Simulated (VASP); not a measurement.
# Lu (Im-3m) in VASP: further runs, part 2 of 2

VASP 6.6.1.

### 3 Single point, PBE

INCAR

```
ALGO = Normal
EDIFF = 1E-6
ENCUT = 520
GGA = PE
ISIF = 2
ISMEAR = -1
LASPH = T
LCHARG = F
LREAL = F
LWAVE = F
NBANDS = 18
NELM = 100
PREC = Accurate
SIGMA = 0.08
```

KPOINTS

```
k-points
0
Gamma
  15 15 15
```

POSCAR

```
Lu
1.0
   -1.8143805018      1.8143805018      1.8143805018
    1.8143805018     -1.8143805018      1.8143805018
    1.8143805018      1.8143805018     -1.8143805018
Lu
1
Direct
    0.0000000000      0.0000000000      0.0000000000
```

Potentials or basis: VASP PAW PBE potentials, release 64 (Lu).

Command:

```sh
$ cat potpaw_PBE.64/Lu/POTCAR > POTCAR
$ mpirun -np 1 vasp_std > vasp.out
```

OUTCAR:

```text
EDIFF = 1E-6
   ENCUT = 520
   GGA = PE
   ISIF = 2
   ISMEAR = -1
   LASPH = T
   LREAL = F
   NELM = 100
   PREC = Accurate

 ion  position               nearest neighbor table
   1  0.000  0.000  0.000-

  LATTYP: Found a body centered cubic cell.
 ALAT       =     3.6287610036

  Lattice vectors:

 A1 = (  -1.8143805018,   1.8143805018,   1.8143805018)
 A2 = (   1.8143805018,  -1.8143805018,   1.8143805018)
 A3 = (   1.8143805018,   1.8143805018,  -1.8143805018)

Analysis of symmetry for initial positions (statically):
=====================================================================
 Subroutine PRICEL returns:
 Original cell was already a primitive cell.

 Routine SETGRP: Setting up the symmetry group for a
 body centered cubic supercell.

 Subroutine GETGRP returns: Found 48 space group operations
 (whereof 48 operations were pure point group operations)
 out of a pool of 48 trial point group operations.

The static configuration has the point symmetry O_h .

Analysis of symmetry for dynamics (positions and initial velocities):
=====================================================================
 Subroutine PRICEL returns:
 Original cell was already a primitive cell.

 Routine SETGRP: Setting up the symmetry group for a
 body centered cubic supercell.

 Subroutine GETGRP returns: Found 48 space group operations
 (whereof 48 operations were pure point group operations)
 out of a pool of 48 trial point group operations.

The dynamic configuration has the point symmetry O_h .

 Subroutine INISYM returns: Found 48 space group operations
 (whereof 48 operations are pure point group operations),
 and found     1 'primitive' translations

----------------------------------------------------------------------------------------

                                     Primitive cell

  volume of cell :      23.8916

  direct lattice vectors                    reciprocal lattice vectors
    -1.814380502  1.814380502  1.814380502     0.000000000  0.275576154  0.275576154
     1.814380502 -1.814380502  1.814380502     0.275576154  0.000000000  0.275576154
     1.814380502  1.814380502 -1.814380502     0.275576154  0.275576154  0.000000000

  length of vectors
     3.142599213  3.142599213  3.142599213     0.389723534  0.389723534  0.389723534

  position of ions in fractional coordinates (direct lattice)
     0.000000000  0.000000000  0.000000000

  ion indices of the primitive-cell ions
   primitive index   ion index
                 1           1

----------------------------------------------------------------------------------------

 KPOINTS: k-points

Automatic generation of k-mesh.
 Grid dimensions read from file:
 generate k-points for:   15   15   15

 Generating k-lattice:

  Cartesian coordinates                     Fractional coordinates (reciprocal lattice)
     0.000000000  0.018371744  0.018371744     0.066666667  0.000000000  0.000000000
     0.018371744  0.000000000  0.018371744     0.000000000  0.066666667  0.000000000
     0.018371744  0.018371744  0.000000000     0.000000000  0.000000000  0.066666667

  Length of vectors
     0.025981569  0.025981569  0.025981569

  Shift w.r.t. Gamma in fractional coordinates (k-lattice)
     0.000000000  0.000000000  0.000000000

 Subroutine IBZKPT returns following result:
 ===========================================

 Found    120 irreducible k-points:

 Following reciprocal coordinates:
            Coordinates               Weight
  0.000000  0.000000  0.000000      1.000000
  0.066667  0.000000  0.000000     12.000000
  0.133333  0.000000  0.000000     12.000000
  0.200000  0.000000  0.000000     12.000000
  0.266667  0.000000  0.000000     12.000000
  0.333333  0.000000  0.000000     12.000000
[... 16 lines left out ...]
  0.333333  0.200000  0.000000     48.000000
  0.400000  0.200000 -0.000000     24.000000
 [... further k-points ...]
   k-points           NKPTS =    120   k-points in BZ     NKDIM =    120   number of bands    NBANDS=     18
   number of dos      NEDOS =    301   number of ions     NIONS =      1
   total plane-waves  NPLWV =  13824
   dimension x,y,z NGX =    24 NGY =   24 NGZ =   24
   dimension x,y,z NGXF=    48 NGYF=   48 NGZF=   48
   ions per type =               1
   NGX,Y,Z   is equivalent  to a cutoff of  12.70, 12.70, 12.70 a.u.
   NGXF,Y,Z  is equivalent  to a cutoff of  25.39, 25.39, 25.39 a.u.
 SYSTEM =  unknown system
   PREC   = accura    normal or accurate (medium, high low for compatibility)
   ISTART =      0    job   : 0-new  1-cont  2-samecut
   ICHARG =      2    charge: 1-file 2-atom 10-const
   ISPIN  =      1    spin polarized calculation?
   LNONCOLLINEAR =      F non collinear calculations
   LSORBIT =      F    spin-orbit coupling
   LASPH  =      T    aspherical Exc in radial PAW
   ENCUT  =  520.0 eV  38.22 Ry    6.18 a.u.   5.84  5.84  5.84*2*pi/ulx,y,z
   NELM   =    100;   NELMIN=  2; NELMDL= -5     # of ELM steps
   EDIFF  = 0.1E-05   stopping-criterion for ELM
   LREAL  =      F    real-space projection
   EDIFFG = 0.1E-04   stopping-criterion for IOM
   NSW    =      0    number of steps for IOM
[... 5 lines left out ...]
   TEBEG  =    0.0;   TEEND  =   0.0 temperature during run
   PSTRESS=    0.0 pullay stress
   NELECT =      25.0000    total number of electrons
   NUPDOWN=      -1.0000    fix difference up-down
   EMIN   =  10.00;   EMAX   =-10.00  energy-range for DOS
   EFERMI =   0.00;   METHOD = LEGACY
   ISMEAR =    -1;   SIGMA  =   0.08  broadening in eV -4-tet -1-fermi 0-gaus
   EFERMI_NEDOS =   21; number of points for ismear=-14 and -15
   IALGO  =     38    algorithm
   IMIX   =      4    mixing-type and parameters
     AMIX     =   0.40;   BMIX     =  1.00
     AMIX_MAG =   1.60;   BMIX_MAG =  1.00
  volume/ion in A,a.u.               =      23.89       161.23
  Fermi-wavevector in a.u.,A,eV,Ry     =   1.662034  3.140788 37.584131  2.762356
  Thomas-Fermi vector in A             =   2.748994
   LORBIT       =      0    0 simple, 1 ext, 2 COOP (PROOUT), +10 PAW based schemes
   GGA     = PE    functional components
   LHFCALC =     F    Hartree Fock is set to
   AEXX    =    0.0000 exact exchange contribution
   IVDW    =     0    specifies the selected vdW correction
   LEPSILON=     F    determine dielectric tensor
   LRPA    =     F    only Hartree local field effects (RPA)
 non-spin polarized calculation
  energy-cutoff  :      520.00
  volume of cell :       23.89
 maximum number of plane-waves:       664
   NGX = 11   NGY = 11   NGZ = 11

 number of electron      24.9999983 magnetization

 Free energy of the ion-electron system (eV)
  ---------------------------------------------------
  ext. energy  EPLUGINS =         0.00000000
  ---------------------------------------------------
  free energy    TOTEN  =        -4.19217304 eV

  energy without entropy =       -4.15038461  energy(sigma->0) =       -4.17127882

 E-fermi :   3.2243     XC(G=0): -11.6595

 val. band max:        3.2226889505   @ k =  -0.3333   0.3333   0.2000
 cond. band min:       3.2320809069   @ k =   0.2667   0.2667   0.1333
 fundamental gap:      0.0093919565
 Fermi energy:         3.2242534885

 k-point     1 :       0.0000    0.0000    0.0000
  band No.  band energies     occupation
      1     -52.7942      2.00000
      2     -23.0389      2.00000
      3     -23.0389      2.00000
      4     -23.0389      2.00000
      5      -3.4505      2.00000
      6      -1.6828      2.00000
[... 10 lines left out ...]
     17       8.2550      0.00000
     18      15.9771      0.00000

 k-point     2 :       0.0667    0.0000    0.0000
  band No.  band energies     occupation
      1     -52.7908      2.00000
      2     -23.0836      2.00000
      3     -23.0523      2.00000
      4     -23.0393      2.00000
      5      -3.2863      2.00000
      6      -1.6809      2.00000
[... 10 lines left out ...]
     17       8.2513      0.00000
     18      16.1512      0.00000
[... 442 lines left out ...]
 k-point    24 :       0.4000    0.2000   -0.0000
  band No.  band energies     occupation
      1     -52.7091      2.00000
      2     -23.8707      2.00000
      3     -23.4765      2.00000
      4     -23.1358      2.00000
      5      -1.6510      2.00000
      6      -1.6440      2.00000
[... 10 lines left out ...]
     17      12.1752      0.00000
     18      12.8977      0.00000

 [... further k-points ...]

------------------------ aborting loop because EDIFF is reached ----------------------------------------

  FORCE on cell =-STRESS in cart. coord.  units (eV):
  Direction    XX          YY          ZZ          XY          YZ          ZX
  --------------------------------------------------------------------------------------
  -------------------------------------------------------------------------------------
  Total        1.9910962      1.9910962      1.9910962      0.0000000      0.0000000     -0.0000000
  in kB      133.5235064    133.5235064    133.5235064      0.0000000      0.0000000     -0.0000000
  external PRESSURE =     133.5235064 kB  Pullay stress =       0.0000000 kB

 VOLUME and BASIS-vectors are now :
 -----------------------------------------------------------------------------
  energy-cutoff  :      520.00
  volume of cell :       23.89
      direct lattice vectors                 reciprocal lattice vectors
    -1.814380502  1.814380502  1.814380502     0.000000000  0.275576154  0.275576154
     1.814380502 -1.814380502  1.814380502     0.275576154  0.000000000  0.275576154
     1.814380502  1.814380502 -1.814380502     0.275576154  0.275576154  0.000000000

 POSITION                                       TOTAL-FORCE (eV/Angst)
 -----------------------------------------------------------------------------------
      0.00000      0.00000      0.00000        -0.000000     -0.000000     -0.000000
 -----------------------------------------------------------------------------------
    total drift:                               -0.000000      0.000000      0.000000

  FREE ENERGIE OF THE ION-ELECTRON SYSTEM (eV)
  ---------------------------------------------------
  free  energy   TOTEN  =        -4.1921730350 eV

  energy  without entropy=       -4.1503846130  energy(sigma->0) =       -4.17127882
```

OSZICAR:

```text
N       E                     dE             d eps       ncg     rms          rms(c)
DAV:   1     0.778457621408E+02    0.77846E+02   -0.10064E+04  5354   0.463E+03
DAV:   2     0.132962713472E+01   -0.76516E+02   -0.74784E+02  4452   0.359E+02
DAV:   3    -0.412092794958E+01   -0.54506E+01   -0.54021E+01  4824   0.723E+01
DAV:   4    -0.431367362737E+01   -0.19275E+00   -0.19196E+00  6036   0.113E+01
DAV:   5    -0.431804978170E+01   -0.43762E-02   -0.43731E-02  5038   0.144E+00    0.346E+00
DAV:   6    -0.421058907406E+01    0.10746E+00   -0.35113E-01  7560   0.118E+01    0.145E+00
DAV:   7    -0.419380412666E+01    0.16785E-01   -0.27971E-02  6642   0.151E+00    0.400E-01
DAV:   8    -0.419191741376E+01    0.18867E-02   -0.62516E-03  7120   0.630E-01    0.120E-01
DAV:   9    -0.419217366141E+01   -0.25625E-03   -0.59132E-04  4818   0.267E-01    0.361E-02
DAV:  10    -0.419217214671E+01    0.15147E-05   -0.81186E-05  5504   0.619E-02    0.159E-02
DAV:  11    -0.419217337037E+01   -0.12237E-05   -0.71613E-06  4720   0.257E-02    0.438E-03
DAV:  12    -0.419217303500E+01    0.33537E-06   -0.24082E-07  2832   0.594E-03
   1 F= -.41921730E+01 E0= -.41712788E+01  d E =-.417884E-01
```

Run time: 74 s. Hardware: 1 thread of AMD EPYC 7R43 (Zen 3), shared host; peak memory 0.14 GiB.

What came out:

| Property | Result |
| --- | --- |
| Free energy | -4.1922 eV |
| Pressure | 13.4 GPa |
| Band gap on the k mesh | zero (an odd number of electrons rules out a gap without spin polarisation) |

Caveat: the cell stands under pressure; spin-orbit coupling is left out, which moves the levels of the heavy elements.

### 4 Relaxation of cell and atoms, PBE, target pressure 13 GPa, at which the enthalpy is minimised

This run uses another cell than the first one, of 23.55 Å³/atom.

INCAR

```
PREC = Accurate
ENCUT = 600
EDIFF = 1E-6
ISMEAR = -1
SIGMA = 0.08
LREAL = False
LASPH = True
NELM = 60
ALGO = Normal
ISIF = 3
LWAVE = False
LCHARG = False
GGA = PE
IBRION = 2
NSW = 60
EDIFFG = -0.005
PSTRESS = 130.0
```

KPOINTS

```
regular mesh
0
Gamma
  15 15 15
```

POSCAR

```
Lu
1.0
   -1.8055919058      1.8055919058      1.8055919058
    1.8055919058     -1.8055919058      1.8055919058
    1.8055919058      1.8055919058     -1.8055919058
Lu
1
Direct
    0.0000000000      0.0000000000      0.0000000000
```

Command:

```sh
$ cat potpaw_PBE.64/Lu/POTCAR > POTCAR
$ mpirun -np 1 vasp_std > vasp.out
```

It took 25 min on 1 thread of AMD EPYC 7R43 (Zen 3), shared host; peak memory 0.2 GiB.

Results (log left out):

- Free energy: -4.2015 eV
- Relaxed volume: 24.00 Å³/atom
- Relaxed cell: a = 3.147 Å, b = 3.147 Å, c = 3.147 Å, α = 109.47°, β = 109.47°, γ = 109.47°
- Space group after relaxing (to 0.1 Å): Im-3m (No. 229)
- Energy change on relaxing (the run minimises the enthalpy): -39.1 meV/atom
- Ionic steps: 18
- Pressure after relaxing: 13.0 GPa
- Band gap on the k mesh: zero (an odd number of electrons rules out a gap without spin polarisation)

Step by step:
```tsv
step	energy change (eV)	largest force (eV/Å)	pressure (GPa)	volume (Å³)
1	0.0000	0.0000	14.59	23.55
2	-0.0663	0.0000	11.77	24.35
3	-0.0407	0.0000	12.80	24.02
4	-0.0362	0.0000	13.15	23.96
5	-0.0381	0.0000	13.31	23.99
6	-0.0397	0.0000	13.21	24.01
7	-0.0408	0.0000	13.11	24.02
8	-0.0421	0.0000	13.08	24.04
9	-0.0447	0.0000	13.11	24.07
10	-0.0499	0.0000	12.59	24.13
11	-0.0458	0.0000	12.75	24.08
12	-0.0450	0.0000	12.68	24.07
13	-0.0448	0.0000	12.81	24.07
14	-0.0445	0.0000	12.79	24.07
15	-0.0437	0.0000	12.73	24.06
16	-0.0420	0.0000	12.71	24.04
17	-0.0386	0.0000	13.05	23.99
18	-0.0391	0.0000	13.01	24.00
```

Final structure:
```yaml
crystal:
  lattice:
    - [-1.81710, 1.81710, 1.81710]
    - [1.81710, -1.81710, 1.81710]
    - [1.81710, 1.81710, -1.81710]
  atoms:
    - { symbol: Lu, position: [0.00000, 0.00000, 0.00000] }
```

Levels at points of the mesh, in eV from the Fermi level:
| k point | band 10 | band 11 | band 12 | band 13 | band 14 | band 15 |
| --- | --- | --- | --- | --- | --- | --- |
| (0.00, 0.00, 0.00) | -4.76 | -4.76 | -4.72 | 2.32 | 2.32 | 2.32 |

Caveat: the cell is relaxed towards a set pressure, so the run minimises the enthalpy, not the energy; spin-orbit coupling is left out, which moves the levels of the heavy elements.

### 5 Relaxation of cell and atoms, PBE, target pressure 13 GPa, at which the enthalpy is minimised

INCAR

```
SYSTEM = Lu
ALGO = Normal
EDIFF = 1E-6
EDIFFG = -0.005
ENCUT = 600
GGA = PE
IBRION = 2
ISIF = 3
ISMEAR = -1
LASPH = .TRUE.
LCHARG = .FALSE.
LREAL = .FALSE.
LWAVE = .FALSE.
NELM = 80
NSW = 32
PREC = Accurate
PSTRESS = 130.0
SIGMA = 0.08
```

KPOINTS

```
k-points
0
G
  15 15 15
  0 0 0
```

POSCAR

```
Lu
1.0
   -1.8143805018      1.8143805018      1.8143805018
    1.8143805018     -1.8143805018      1.8143805018
    1.8143805018      1.8143805018     -1.8143805018
Lu
1
Direct
    0.0000000000      0.0000000000      0.0000000000
```

Command:

```sh
$ cat potpaw_PBE.64/Lu/POTCAR > POTCAR
$ mpirun -np 1 vasp_std > vasp.out
```

Wall time 7.5 min (1 thread of AMD EPYC 7R43 (Zen 3), shared host); peak memory 0.18 GiB.

Results (log left out):

```
Free energy                                                : -4.2016 eV
Relaxed volume                                             : 24.00 Å³/atom
Relaxed cell                                               : a = 3.147 Å, b = 3.147 Å, c = 3.147 Å, α = 109.47°, β = 109.47°, γ = 109.47°
Space group after relaxing (to 0.1 Å)                      : Im-3m (No. 229)
Energy change on relaxing (the run minimises the enthalpy) : -9.0 meV/atom
Ionic steps                                                : 3
Pressure after relaxing                                    : 13.0 GPa
Band gap on the k mesh                                     : zero (an odd number of electrons rules out a gap without spin polarisation)
```

Step by step:
| step | energy change (eV) | largest force (eV/Å) | pressure (GPa) | volume (Å³) |
| --- | --- | --- | --- | --- |
| 1 | 0.0000 | 0.0000 | 13.53 | 23.89 |
| 2 | -0.0221 | 0.0000 | 12.55 | 24.17 |
| 3 | -0.0090 | 0.0000 | 12.97 | 24.00 |

Final structure:
```
CELL_PARAMETERS angstrom
-1.81713 1.81713 1.81713
1.81713 -1.81713 1.81713
1.81713 1.81713 -1.81713
ATOMIC_POSITIONS crystal
Lu 0.00000 0.00000 0.00000
```

Levels at points of the mesh, in eV from the Fermi level:
| k point | band 9 | band 10 | band 11 | band 12 | band 13 | band 14 | band 15 | band 16 |
| --- | --- | --- | --- | --- | --- | --- | --- | --- |
| (0.00, 0.00, 0.00) | -4.76 | -4.76 | -4.76 | -4.72 | 2.32 | 2.32 | 2.32 | 5.01 |

Caveat: the cell is relaxed towards a set pressure, so the run minimises the enthalpy, not the energy; spin-orbit coupling is left out, which moves the levels of the heavy elements.

### 6 Summary

| task | cell | cutoff (eV) | gap on the mesh (eV) | pressure (GPa) |
| --- | --- | --- | --- | --- |
| single point | a = 3.143 Å, angles 109.5°, 1 atom | 520 | none | 13.4 |
| relaxation of cell and atoms | relaxed to 13 GPa from a = 3.127 Å, angles 109.5°, 1 atom | 600 | none | 13.0 |
| relaxation of cell and atoms | relaxed to 13 GPa from a = 3.143 Å, angles 109.5°, 1 atom | 600 | none | 13.0 |

Alike in all rows: level PBE; potentials or basis VASP PAW PBE potentials, release 64 (Lu); no spin polarisation; k mesh 15 × 15 × 15; smearing fermi-dirac 0.08 eV.

Caveats: spin-orbit coupling is left out, which moves the levels of the heavy elements; the cell is relaxed towards a set pressure, so the run minimises the enthalpy, not the energy (at least some runs); the cell stands under pressure (at least some runs).

Absolute energies hang on the potentials; compare differences alone.
